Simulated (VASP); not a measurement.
# Mg2C (Fm-3m) in VASP: notebook, part 2 of 2

VASP 6.6.1. The steps go on from the part before.

### 4 Single point, HSE06

File POSCAR:

```
Mg2C
1.0
    0.0000000000      2.7109426181      2.7109426181
    2.7109426181      0.0000000000      2.7109426181
    2.7109426181      2.7109426181      0.0000000000
C Mg
1 2
Direct
    0.0000000000      0.0000000000      0.0000000000
    0.2500000000      0.2500000000      0.2500000000
    0.7500000000      0.7500000000      0.7500000000
```

File INCAR.step1:

```
  PREC = Accurate
  ENCUT = 520
  EDIFF = 1E-5
  ISMEAR = 0
  SIGMA = 0.01
  LREAL = F
  LASPH = T
  NELM = 100
  ALGO = Normal
  ISIF = 2
  LWAVE = T
  LCHARG = F
  GGA = PE
  NBANDS = 11
```

File INCAR.step2:

```
  PREC = Accurate
  ENCUT = 520
  EDIFF = 1E-7
  ISMEAR = 0
  SIGMA = 0.01
  LREAL = F
  LASPH = T
  NELM = 100
  ALGO = Normal
  ISIF = 2
  LWAVE = F
  LCHARG = F
  GGA = PE
  LHFCALC = T
  HFSCREEN = 0.2079
  PRECFOCK = Normal
  ISTART = 1
  NBANDS = 11
```

File KPOINTS:

```
regular mesh
0
Gamma
  4 4 4
```

Potentials or basis: VASP PAW PBE potentials, release 64 (C, Mg).

Launch:

```bash
> cat potpaw_PBE.64/C/POTCAR potpaw_PBE.64/Mg/POTCAR > POTCAR
> cp INCAR.step1 INCAR
> mpirun -np 1 vasp_std > vasp.out
> cp INCAR.step2 INCAR
> mpirun -np 1 vasp_std > vasp.out
```

OUTCAR:

```text
PREC = Accurate
   ENCUT = 520
   EDIFF = 1E-7
   ISMEAR = 0
   LREAL = F
   LASPH = T
   NELM = 100
   ISIF = 2
   GGA = PE
   LHFCALC = T
   HFSCREEN = 0.2079
   PRECFOCK = Normal
   ISTART = 1

 ion  position               nearest neighbor table
   1  0.000  0.000  0.000-   3 2.35   3 2.35   3 2.35   2 2.35   3 2.35   2 2.35   2 2.35   2 2.35

[... 302 lines left out ...]

  FORCE on cell =-STRESS in cart. coord.  units (eV):
  Direction    XX          YY          ZZ          XY          YZ          ZX
  --------------------------------------------------------------------------------------
  -------------------------------------------------------------------------------------
  Total       -0.1930505     -0.1930505     -0.1930505      0.0000000     -0.0000000     -0.0000000
  in kB       -7.7623032     -7.7623032     -7.7623032      0.0000000     -0.0000000     -0.0000000
  external PRESSURE =      -7.7623032 kB  Pullay stress =       0.0000000 kB

 VOLUME and BASIS-vectors are now :
 -----------------------------------------------------------------------------
  energy-cutoff  :      520.00
  volume of cell :       39.85
      direct lattice vectors                 reciprocal lattice vectors
     0.000000000  2.710942618  2.710942618    -0.184437692  0.184437692  0.184437692
     2.710942618  0.000000000  2.710942618     0.184437692 -0.184437692  0.184437692
     2.710942618  2.710942618  0.000000000     0.184437692  0.184437692 -0.184437692

 POSITION                                       TOTAL-FORCE (eV/Angst)
 -----------------------------------------------------------------------------------
      0.00000      0.00000      0.00000        -0.000000      0.000000     -0.000000
      1.35547      1.35547      1.35547        -0.000000     -0.000000     -0.000000
      4.06641      4.06641      4.06641         0.000000      0.000000      0.000000
 -----------------------------------------------------------------------------------
    total drift:                               -0.000000     -0.000000     -0.000000

  FREE ENERGIE OF THE ION-ELECTRON SYSTEM (eV)
  ---------------------------------------------------
  free  energy   TOTEN  =       -12.8952052409 eV

  energy  without entropy=      -12.8952052409  energy(sigma->0) =      -12.89520524
```

OSZICAR.step1:

```text
N       E                     dE             d eps       ncg     rms          rms(c)
DAV:   1     0.998488435680E+01    0.99849E+01   -0.31851E+03   176   0.593E+02
DAV:   2    -0.120275994114E+02   -0.22012E+02   -0.21033E+02   224   0.858E+01
DAV:   3    -0.138072141582E+02   -0.17796E+01   -0.17736E+01   217   0.228E+01
DAV:   4    -0.138195261860E+02   -0.12312E-01   -0.12311E-01   214   0.233E+00
DAV:   5    -0.138195880204E+02   -0.61834E-04   -0.61834E-04   203   0.169E-01    0.708E+00
DAV:   6    -0.114430767753E+02    0.23765E+01   -0.14196E+01   197   0.140E+01    0.214E+00
DAV:   7    -0.114275416014E+02    0.15535E-01   -0.17464E-01   176   0.261E+00    0.146E+00
DAV:   8    -0.114091938676E+02    0.18348E-01   -0.53539E-02   176   0.179E+00    0.605E-01
DAV:   9    -0.114067673132E+02    0.24266E-02   -0.30295E-03   206   0.290E-01    0.371E-01
DAV:  10    -0.114060284468E+02    0.73887E-03   -0.37572E-03   188   0.292E-01    0.236E-02
DAV:  11    -0.114060303074E+02   -0.18606E-05   -0.45219E-05   185   0.401E-02
   1 F= -.11406030E+02 E0= -.11406030E+02  d E =-.152569E-24
```

Run time: 84 s. Hardware: 1 thread of Intel Xeon 6975P-C (Granite Rapids), shared host; peak memory 0.26 GiB.

Results:

| Property | Result |
| --- | --- |
| Free energy | -12.8952 eV |
| Pressure | -0.8 GPa |
| Band gap on the k mesh | 1.38 eV (least direct gap 2.32 eV) |

Levels at points of the mesh, in eV from the valence-band top:
```csv
k point,band 1,band 2,band 3,band 4,band 5,band 6,band 7,band 8,band 9
"(0.00, 0.00, 0.00)",-11.97,0.00,0.00,0.00,2.32,7.63,7.63,7.63,10.81
"(0.50, 0.00, 0.00)",-10.30,-5.24,-0.47,-0.47,4.39,6.57,6.57,7.05,12.75
"(0.50, 0.50, 0.00)",-9.77,-4.45,-1.71,-1.71,1.38,5.04,10.57,10.78,10.78
```

Caveat: the k points lie up to 0.50 Å⁻¹ apart; the PAW data sets were made with another functional, which shifts forces and pressure a little.

### 5 Single point, PBE-based global hybrid with 20 % exact exchange

POSCAR is that of step 4.

File INCAR.step1:

```
SYSTEM = Mg2C
ALGO = Normal ; EDIFF = 1E-5
ENCUT = 520 ; GGA = PE
ISIF = 2 ; ISMEAR = 0
LASPH = .True. ; LCHARG = .False.
LREAL = .False. ; LWAVE = .True.
NBANDS = 11 ; NELM = 100
PREC = Accurate ; SIGMA = 0.01
```

File INCAR.step2:

```
SYSTEM = Mg2C
AEXX = 0.2 ; ALGO = Normal
EDIFF = 1E-6 ; ENCUT = 520
GGA = PE ; ISIF = 2
ISMEAR = 0 ; ISTART = 1
LASPH = .True. ; LCHARG = .False.
LHFCALC = .True. ; LREAL = .False.
LWAVE = .False. ; NBANDS = 11
NELM = 100 ; PREC = Accurate
PRECFOCK = Normal ; SIGMA = 0.01
```

File KPOINTS:

```
k-points
0
Gamma
  4 4 4
  0 0 0
```

Launch:

```bash
> cat potpaw_PBE.64/C/POTCAR potpaw_PBE.64/Mg/POTCAR > POTCAR
> cp INCAR.step1 INCAR
> mpirun -np 1 vasp_std > vasp.out
> cp INCAR.step2 INCAR
> mpirun -np 1 vasp_std > vasp.out
```

Wall time 62 s (1 thread of Intel Xeon 6975P-C (Granite Rapids), shared host); peak memory 0.18 GiB.

It converged, with:

```
Free energy            : -13.0688 eV
Pressure               : -0.4 GPa
Band gap on the k mesh : 1.82 eV (least direct gap 2.73 eV)
```

Levels at points of the mesh, in eV from the valence-band top:
```
           k point  band 1  band 2  band 3  band 4  band 5  band 6  band 7  band 8
(0.00, 0.00, 0.00)  -11.75    0.00    0.00    0.00    2.73    8.03    8.03    8.03
(0.50, 0.00, 0.00)  -10.10   -5.19   -0.46   -0.46    4.80    6.98    6.98    7.43
(0.50, 0.50, 0.00)   -9.58   -4.41   -1.69   -1.69    1.82    5.46   10.89   11.12
```

Caveat: the k points lie up to 0.50 Å⁻¹ apart; the PAW data sets were made with another functional, which shifts forces and pressure a little. A k mesh can miss the band edges.

### 6 Overview

| level | k mesh | grid for exact exchange (PRECFOCK) | share of exact exchange | screening parameter | gap on the mesh (eV) | pressure (GPa) |
| --- | --- | --- | --- | --- | --- | --- |
| PBE | 6 × 6 × 6 | - | - | - | 0.73 | 1.8 |
| HSE06 | 4 × 4 × 4 | Normal | 0.25 | 0.2079 1/Å | 1.38 | -0.8 |
| PBE-based global hybrid with 20 % exact exchange | 4 × 4 × 4 | Normal | 0.2 | - | 1.82 | -0.4 |

Alike in all rows: task single point; potentials or basis VASP PAW PBE potentials, release 64 (C, Mg); no spin polarisation; cell as given; cutoff (eV) 520; smearing gaussian 0.01 eV.

Caveats: some runs use coarse meshes; the PAW data sets were made with another functional, which shifts forces and pressure a little (at least some runs).

Total energies depend on the potentials used, so only differences within one code and one set of settings carry meaning.
